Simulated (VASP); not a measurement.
# Mo (Im-3m) in VASP: further runs

The runs below take Mo through single point, with PBE.

Everything below comes from runs of VASP 6.6.1. Logs are shortened: lines on timing, memory, paths and dates and some standing lists are left out, and cuts for length are marked.

## 1. The cell of the first run

The structure is cubic, space group Im-3m (No. 229). The conventional cell has a = 3.118 Å, b = 3.118 Å, c = 3.118 Å, α = 90.00°, β = 90.00°, γ = 90.00°. Within 3.6 Å of Mo (site symmetry m-3m) lie 14 Mo at 2.70 to 3.12 Å.

## 2. Single point, PBE (volume scaled by 0.960)

Contents of INCAR:

```
  PREC = Accurate
  ENCUT = 520
  EDIFF = 1E-6
  ISMEAR = 0
  SIGMA = 0.05
  LREAL = False
  LASPH = True
  NELM = 100
  ALGO = Normal
  ISIF = 2
  LWAVE = False
  LCHARG = False
  GGA = PE
  NBANDS = 13
```

Contents of KPOINTS:

```
regular mesh
0
Gamma
  20 20 20
```

Contents of POSCAR:

```
Mo
1.0
   -1.5592256170      1.5592256170      1.5592256170
    1.5592256170     -1.5592256170      1.5592256170
    1.5592256170      1.5592256170     -1.5592256170
Mo
1
Direct
    0.0000000000      0.0000000000      0.0000000000
```

Potentials or basis: VASP PAW PBE potentials, release 64 (Mo_sv).

Run with:

```sh
> cat potpaw_PBE.64/Mo_sv/POTCAR > POTCAR
> mpirun -np 1 vasp_std > vasp.out
```

OUTCAR:

```text
PREC = Accurate
   ENCUT = 520
   EDIFF = 1E-6
   ISMEAR = 0
   LREAL = False
   LASPH = True
   NELM = 100
   ISIF = 2
   GGA = PE

 ion  position               nearest neighbor table
   1  0.000  0.000  0.000-

  LATTYP: Found a body centered cubic cell.
 ALAT       =     3.1184512340

  Lattice vectors:

 A1 = (  -1.5592256170,   1.5592256170,   1.5592256170)
 A2 = (   1.5592256170,  -1.5592256170,   1.5592256170)
 A3 = (   1.5592256170,   1.5592256170,  -1.5592256170)

Analysis of symmetry for initial positions (statically):
=====================================================================
 Subroutine PRICEL returns:
 Original cell was already a primitive cell.

 Routine SETGRP: Setting up the symmetry group for a
 body centered cubic supercell.

 Subroutine GETGRP returns: Found 48 space group operations
 (whereof 48 operations were pure point group operations)
 out of a pool of 48 trial point group operations.

The static configuration has the point symmetry O_h .

Analysis of symmetry for dynamics (positions and initial velocities):
=====================================================================
 Subroutine PRICEL returns:
 Original cell was already a primitive cell.

 Routine SETGRP: Setting up the symmetry group for a
 body centered cubic supercell.

 Subroutine GETGRP returns: Found 48 space group operations
 (whereof 48 operations were pure point group operations)
 out of a pool of 48 trial point group operations.

The dynamic configuration has the point symmetry O_h .

 Subroutine INISYM returns: Found 48 space group operations
 (whereof 48 operations are pure point group operations),
 and found     1 'primitive' translations

----------------------------------------------------------------------------------------

                                     Primitive cell

  volume of cell :      15.1631

  direct lattice vectors                    reciprocal lattice vectors
    -1.559225617  1.559225617  1.559225617     0.000000000  0.320672002  0.320672002
     1.559225617 -1.559225617  1.559225617     0.320672002  0.000000000  0.320672002
     1.559225617  1.559225617 -1.559225617     0.320672002  0.320672002  0.000000000

  length of vectors
     2.700657989  2.700657989  2.700657989     0.453498694  0.453498694  0.453498694

  position of ions in fractional coordinates (direct lattice)
     0.000000000  0.000000000  0.000000000

  ion indices of the primitive-cell ions
   primitive index   ion index
                 1           1

----------------------------------------------------------------------------------------

 KPOINTS: regular mesh

Automatic generation of k-mesh.
 Grid dimensions read from file:
 generate k-points for:   20   20   20

 Generating k-lattice:

  Cartesian coordinates                     Fractional coordinates (reciprocal lattice)
     0.000000000  0.016033600  0.016033600     0.050000000  0.000000000  0.000000000
     0.016033600  0.000000000  0.016033600     0.000000000  0.050000000  0.000000000
     0.016033600  0.016033600  0.000000000     0.000000000  0.000000000  0.050000000

  Length of vectors
     0.022674935  0.022674935  0.022674935

  Shift w.r.t. Gamma in fractional coordinates (k-lattice)
     0.000000000  0.000000000  0.000000000

 Subroutine IBZKPT returns following result:
 ===========================================

 Found    256 irreducible k-points:

 Following reciprocal coordinates:
            Coordinates               Weight
  0.000000  0.000000  0.000000      1.000000
  0.050000  0.000000  0.000000     12.000000
  0.100000  0.000000  0.000000     12.000000
  0.150000  0.000000  0.000000     12.000000
  0.200000  0.000000  0.000000     12.000000
  0.250000  0.000000  0.000000     12.000000
[... 16 lines left out ...]
  0.200000  0.100000  0.000000     48.000000
  0.250000  0.100000 -0.000000     48.000000
 [... further k-points ...]
   k-points           NKPTS =    256   k-points in BZ     NKDIM =    256   number of bands    NBANDS=     13
   number of dos      NEDOS =    301   number of ions     NIONS =      1
   total plane-waves  NPLWV =   8000
   dimension x,y,z NGX =    20 NGY =   20 NGZ =   20
   dimension x,y,z NGXF=    40 NGYF=   40 NGZF=   40
   ions per type =               1
   NGX,Y,Z   is equivalent  to a cutoff of  12.31, 12.31, 12.31 a.u.
   NGXF,Y,Z  is equivalent  to a cutoff of  24.62, 24.62, 24.62 a.u.
 SYSTEM =  unknown system
   PREC   = accura    normal or accurate (medium, high low for compatibility)
   ISTART =      0    job   : 0-new  1-cont  2-samecut
   ICHARG =      2    charge: 1-file 2-atom 10-const
   ISPIN  =      1    spin polarized calculation?
   LNONCOLLINEAR =      F non collinear calculations
   LSORBIT =      F    spin-orbit coupling
   LASPH  =      T    aspherical Exc in radial PAW
   ENCUT  =  520.0 eV  38.22 Ry    6.18 a.u.   5.02  5.02  5.02*2*pi/ulx,y,z
   NELM   =    100;   NELMIN=  2; NELMDL= -5     # of ELM steps
   EDIFF  = 0.1E-05   stopping-criterion for ELM
   LREAL  =      F    real-space projection
   EDIFFG = 0.1E-04   stopping-criterion for IOM
   NSW    =      0    number of steps for IOM
   IBRION =     -1    ionic relax: 0-MD 1-quasi-New 2-CG
   NFREE  =      0    steps in history (QN), initial steepest desc. (CG)
   ISIF   =      2    stress and relaxation
   ISYM   =      2    0-nonsym 1-usesym 2-fastsym
   POTIM  = 0.5000    time-step for ionic-motion
   TEBEG  =    0.0;   TEEND  =   0.0 temperature during run
   PSTRESS=    0.0 pullay stress
   NELECT =      14.0000    total number of electrons
   NUPDOWN=      -1.0000    fix difference up-down
   EMIN   =  10.00;   EMAX   =-10.00  energy-range for DOS
   EFERMI =   0.00;   METHOD = LEGACY
   ISMEAR =     0;   SIGMA  =   0.05  broadening in eV -4-tet -1-fermi 0-gaus
   EFERMI_NEDOS =   21; number of points for ismear=-14 and -15
   IALGO  =     38    algorithm
   IMIX   =      4    mixing-type and parameters
     AMIX     =   0.40;   BMIX     =  1.00
     AMIX_MAG =   1.60;   BMIX_MAG =  1.00
  volume/ion in A,a.u.               =      15.16       102.33
  Fermi-wavevector in a.u.,A,eV,Ry     =   1.594123  3.012456 34.575517  2.541229
  Thomas-Fermi vector in A             =   2.692247
   LORBIT       =      0    0 simple, 1 ext, 2 COOP (PROOUT), +10 PAW based schemes
[... 42 lines left out ...]
     11      27.9665      0.00000
     12      27.9665      0.00000
     13      27.9665      0.00000

 k-point     2 :       0.0500    0.0000    0.0000
  band No.  band energies     occupation
      1     -48.1916      2.00000
      2     -21.4316      2.00000
      3     -21.4034      2.00000
      4     -21.3913      2.00000
      5       5.8720      2.00000
      6      11.5987      2.00000
      7      11.6547      2.00000
      8      11.7733      2.00000
      9      14.7040      0.00000
     10      14.8066      0.00000
     11      28.0564      0.00000
     12      28.1609      0.00000
     13      28.2068      0.00000

 k-point     3 :       0.1000    0.0000    0.0000
  band No.  band energies     occupation
      1     -48.1708      2.00000
      2     -21.5485      2.00000
      3     -21.4393      2.00000
      4     -21.3923      2.00000
      5       6.2039      2.00000
      6      11.4122      2.00000
      7      11.6112      2.00000
      8      12.0948      2.00000
      9      14.4675      0.00000
     10      14.8141      0.00000
     11      28.2854      0.00000
     12      28.7304      0.00000
     13      28.8319      0.00000

 k-point     4 :       0.1500    0.0000    0.0000
  band No.  band energies     occupation
      1     -48.1383      2.00000
      2     -21.7278      2.00000
      3     -21.4948      2.00000
      4     -21.3938      2.00000
      5       6.7048      2.00000
      6      11.1371      2.00000
      7      11.5160      2.00000
      8      12.6184      2.00000
      9      14.2485      0.00000
     10      14.8374      0.00000
     11      28.5135      0.00000
     12      29.5632      0.00000
     13      29.6386      0.00000

 k-point     5 :       0.2000    0.0000    0.0000
  band No.  band energies     occupation
      1     -48.0970      2.00000
      2     -21.9492      2.00000
      3     -21.5641      2.00000
      4     -21.3957      2.00000
      5       7.2765      2.00000
      6      10.8135      2.00000
      7      11.4150      2.00000
      8      13.3250      0.00000
      9      14.1712      0.00000
     10      14.8877      0.00000
     11      28.4912      0.00000
     12      29.9553      0.00000
     13      30.8362      0.00000

 k-point     6 :       0.2500    0.0000    0.0000
  band No.  band energies     occupation
      1     -48.0510      2.00000
      2     -22.1892      2.00000
      3     -21.6399      2.00000
      4     -21.3979      2.00000
      5       7.7472      2.00000
      6      10.4801      2.00000
      7      11.4854      2.00000
      8      14.1849      0.00000
      9      14.2563      0.00000
     10      14.9723      0.00000
     11      28.0342      0.00000
     12      29.6287      0.00000
     13      32.2688      0.00000

 k-point     7 :       0.3000    0.0000    0.0000
  band No.  band energies     occupation
      1     -48.0045      2.00000
      2     -22.4239      2.00000
      3     -21.7148      2.00000
      4     -21.4002      2.00000
      5       7.9452      2.00000
      6      10.1692      2.00000
      7      11.9271      2.00000
      8      14.4511      0.00000
      9      15.0903      0.00000
     10      15.1529      0.00000
     11      27.2656      0.00000
     12      28.6915      0.00000
     13      33.8769      0.00000
[... 193 lines left out ...]
 k-point    20 :       0.4500    0.0500    0.0000
  band No.  band energies     occupation
      1     -47.8993      2.00000
      2     -22.9108      2.00000
      3     -21.8875      2.00000
      4     -21.4210      2.00000
      5       7.6703      2.00000
      6       9.5765      2.00000
      7      14.2531      0.00000
      8      14.8391      0.00000
      9      15.7902      0.00000
     10      18.1966      0.00000
     11      25.1658      0.00000
     12      25.3593      0.00000
     13      30.7728      0.00000

 k-point    21 :       0.1000    0.1000    0.0000
  band No.  band energies     occupation
      1     -48.1199      2.00000
      2     -21.8234      2.00000
      3     -21.4946      2.00000
      4     -21.4300      2.00000
      5       6.9950      2.00000
      6      11.1171      2.00000
      7      11.2408      2.00000
      8      13.0286      1.99129
      9      14.0458      0.00000
     10      14.9699      0.00000
     11      28.8854      0.00000
     12      29.6231      0.00000
     13      29.9761      0.00000

 k-point    22 :       0.1500    0.1000    0.0000
  band No.  band energies     occupation
      1     -48.0806      2.00000
      2     -22.0210      2.00000
      3     -21.5620      2.00000
      4     -21.4422      2.00000
      5       7.5587      2.00000
      6      10.8370      2.00000
      7      11.0607      2.00000
      8      13.7894      0.00000
      9      13.9412      0.00000
     10      15.1000      0.00000
     11      29.0120      0.00000
     12      29.7470      0.00000
     13      30.6884      0.00000

 k-point    23 :       0.2000    0.1000    0.0000
  band No.  band energies     occupation
      1     -48.0367      2.00000
      2     -22.2325      2.00000
      3     -21.6464      2.00000
      4     -21.4487      2.00000
      5       8.0478      2.00000
      6      10.5109      2.00000
      7      11.0617      2.00000
      8      13.9744      0.00000
      9      14.7245      0.00000
     10      15.2422      0.00000
     11      28.4329      0.00000
     12      29.5040      0.00000
     13      31.6597      0.00000

 k-point    24 :       0.2500    0.1000   -0.0000
  band No.  band energies     occupation
      1     -47.9925      2.00000
      2     -22.4384      2.00000
      3     -21.7332      2.00000
      4     -21.4533      2.00000
      5       8.2658      2.00000
      6      10.2129      2.00000
      7      11.4030      2.00000
      8      14.1638      0.00000
      9      15.3381      0.00000
     10      15.7957      0.00000
     11      27.5411      0.00000
     12      28.7382      0.00000
     13      32.8742      0.00000

 [... further k-points ...]
[... 5 lines left out ...]
  --------------------------------------------------------------------------------------
  -------------------------------------------------------------------------------------
  Total        1.1504548      1.1504548      1.1504548      0.0000000      0.0000000     -0.0000000
  in kB      121.5607183    121.5607183    121.5607183      0.0000000      0.0000000     -0.0000000
  external PRESSURE =     121.5607183 kB  Pullay stress =       0.0000000 kB

 VOLUME and BASIS-vectors are now :
 -----------------------------------------------------------------------------
  energy-cutoff  :      520.00
  volume of cell :       15.16
      direct lattice vectors                 reciprocal lattice vectors
    -1.559225617  1.559225617  1.559225617     0.000000000  0.320672002  0.320672002
     1.559225617 -1.559225617  1.559225617     0.320672002  0.000000000  0.320672002
     1.559225617  1.559225617 -1.559225617     0.320672002  0.320672002  0.000000000

 POSITION                                       TOTAL-FORCE (eV/Angst)
 -----------------------------------------------------------------------------------
      0.00000      0.00000      0.00000         0.000000      0.000000     -0.000000
 -----------------------------------------------------------------------------------
    total drift:                               -0.000000     -0.000000      0.000000

  FREE ENERGIE OF THE ION-ELECTRON SYSTEM (eV)
  ---------------------------------------------------
  free  energy   TOTEN  =       -10.9130043801 eV

  energy  without entropy=      -10.9121605982  energy(sigma->0) =      -10.91258249
```

Run time: 34 s. Hardware: 1 thread of AMD EPYC 7R43 (Zen 3), shared host; peak memory 0.12 GiB.

Results:

| Property | Result |
| --- | --- |
| Free energy | -10.9130 eV |
| Pressure | 12.2 GPa |
| Band gap on the k mesh | zero (band 7 reaches 17.25 eV, above the bottom of band 8 at 11.66 eV) |

Caveat: the cell differs from its parent crystal (volume scaled by 0.960).

## 3. Single point, PBE (volume scaled by 0.980)

Contents of INCAR:

```
SYSTEM = Mo
  ALGO = Fast
  EDIFF = 1E-7
  ENCUT = 520
  GGA = PE
  ISIF = 2
  ISMEAR = 0
  LASPH = .TRUE.
  LCHARG = .TRUE.
  LELF = .TRUE.
  LREAL = .FALSE.
  LVHAR = .TRUE.
  LWAVE = .FALSE.
  NBANDS = 13
  NELM = 80
  PREC = Accurate
  SIGMA = 0.05
```

Contents of KPOINTS:

```
k-points
0
G
  20 20 20
  0 0 0
```

Contents of POSCAR:

```
Mo
1.0
   -1.5699792369      1.5699792369      1.5699792369
    1.5699792369     -1.5699792369      1.5699792369
    1.5699792369      1.5699792369     -1.5699792369
Mo
1
Direct
    0.0000000000      0.0000000000      0.0000000000
```

Potentials or basis: VASP PAW PBE potentials, release 64 (Mo_sv).

Run with:

```sh
> cat potpaw_PBE.64/Mo_sv/POTCAR > POTCAR
> mpirun -np 1 vasp_std > vasp.out
```

Wall time 46 s (1 thread of AMD EPYC 7R43 (Zen 3), shared host); peak memory 0.12 GiB.

The run converged. Its results:

| Quantity | Value |
| --- | --- |
| Free energy | -10.9310 eV |
| Pressure | 6.0 GPa |
| Band gap on the k mesh | zero (band 7 reaches 16.79 eV, above the bottom of band 8 at 11.37 eV) |

Levels at points of the mesh, in eV from the Fermi level:
| k point | band 3 | band 4 | band 5 | band 6 | band 7 | band 8 | band 9 | band 10 | band 11 | band 12 |
| --- | --- | --- | --- | --- | --- | --- | --- | --- | --- | --- |
| (0.00, 0.00, 0.00) | -34.55 | -34.55 | -7.29 | -1.41 | -1.41 | -1.41 | 1.65 | 1.65 | 14.82 | 14.82 |
| (0.50, 0.00, 0.00) | -35.01 | -34.57 | -5.41 | -3.48 | 1.64 | 1.69 | 2.32 | 4.78 | 11.77 | 11.96 |
| (0.50, 0.50, 0.50) | -35.55 | -35.55 | -5.54 | -5.54 | 4.01 | 4.01 | 4.01 | 9.11 | 9.11 | 9.11 |

Caveat: the cell differs from its parent crystal (volume scaled by 0.980).

## 4. Single point, PBE

This run uses another cell than the first one, of 15.79 Å³/atom, 1.042 times its volume.

Contents of INCAR:

```
SYSTEM = Mo
PREC = Accurate
ENCUT = 520
EDIFF = 1E-7
ISMEAR = 0
SIGMA = 0.05
LREAL = .False.
LASPH = .True.
NELM = 60
ALGO = Fast
ISIF = 2
LWAVE = .False.
LCHARG = .False.
GGA = PE
NBANDS = 13
```

Contents of KPOINTS:

```
regular mesh
0
Gamma
  20 20 20
  0 0 0
```

Contents of POSCAR:

```
Mo
1.0
   -1.5805875265      1.5805875265      1.5805875265
    1.5805875265     -1.5805875265      1.5805875265
    1.5805875265      1.5805875265     -1.5805875265
Mo
1
Direct
    0.0000000000      0.0000000000      0.0000000000
```

Run with:

```sh
> cat potpaw_PBE.64/Mo_sv/POTCAR > POTCAR
> mpirun -np 1 vasp_std > vasp.out
```

Wall time 52 s (1 thread of AMD EPYC 7R43 (Zen 3), shared host); peak memory 0.13 GiB.

The run converged. Its results:

- Free energy: -10.9375 eV
- Pressure: 0.5 GPa
- Band gap on the k mesh: zero (band 7 reaches 16.35 eV, above the bottom of band 8 at 11.08 eV)

Levels at points of the mesh, in eV from the Fermi level:
```csv
k point,band 4,band 5,band 6,band 7,band 8,band 9,band 10,band 11
"(0.00, 0.00, 0.00)",-34.60,-7.22,-1.37,-1.37,-1.37,1.62,1.62,14.79
"(0.50, 0.00, 0.00)",-34.61,-5.28,-3.38,1.56,1.64,2.26,4.65,11.46
"(0.50, 0.50, 0.50)",-35.53,-5.38,-5.38,3.90,3.90,3.90,8.96,8.96
```

## 5. Single point, PBE

This run uses another cell than the first one, of 15.96 Å³/atom, 1.053 times its volume.

Contents of INCAR:

```
  PREC = Accurate
  ENCUT = 520
  EDIFF = 1E-7
  ISMEAR = 0
  SIGMA = 0.05
  LREAL = F
  LASPH = T
  NELM = 100
  ALGO = Normal
  ISIF = 2
  LWAVE = F
  LCHARG = F
  GGA = PE
  NBANDS = 13
```

Contents of KPOINTS:

```
Automatic mesh
0
Gamma
  20 20 20
```

Contents of POSCAR:

```
Mo
1.0
   -1.5861318945      1.5861318945      1.5861318945
    1.5861318945     -1.5861318945      1.5861318945
    1.5861318945      1.5861318945     -1.5861318945
Mo
1
Direct
    0.0000000000      0.0000000000      0.0000000000
```

Run with:

```sh
> cat potpaw_PBE.64/Mo_sv/POTCAR > POTCAR
> mpirun -np 1 vasp_std > vasp.out
```

It took 41 s on 1 thread of AMD EPYC 7R43 (Zen 3), shared host; peak memory 0.12 GiB.

Results (log left out):

```yaml
Free_energy: -10.9367 eV
Pressure: -2.2 GPa
Band_gap_on_the_k_mesh: zero (band 7 reaches 16.12 eV, above the bottom of band 8 at 10.93 eV)
```

Levels at points of the mesh, in eV from the Fermi level:
```
           k point  band 3  band 4  band 5  band 6  band 7  band 8  band 9  band 10  band 11  band 12
(0.00, 0.00, 0.00)  -34.62  -34.62   -7.19   -1.35   -1.35   -1.35    1.60     1.60    14.78    14.78
(0.50, 0.00, 0.00)  -35.04  -34.63   -5.22   -3.33    1.53    1.62    2.23     4.57    11.30    11.90
(0.50, 0.50, 0.50)  -35.52  -35.52   -5.30   -5.30    3.84    3.84    3.84     8.88     8.88     8.88
```

## 6. Summary

| cell | gap on the mesh (eV) | pressure (GPa) |
| --- | --- | --- |
| a = 2.701 Å, angles 109.5°, 1 atom | none | 12.2 |
| a = 2.719 Å, angles 109.5°, 1 atom | none | 6.0 |
| a = 2.738 Å, angles 109.5°, 1 atom | none | 0.5 |
| a = 2.747 Å, angles 109.5°, 1 atom | none | -2.2 |

Alike in all rows: task single point; level PBE; potentials or basis VASP PAW PBE potentials, release 64 (Mo_sv); no spin polarisation; k mesh 20 × 20 × 20; cutoff (eV) 520; smearing gaussian 0.05 eV.

Total energies depend on the potentials used, so only differences within one code and one set of settings carry meaning.
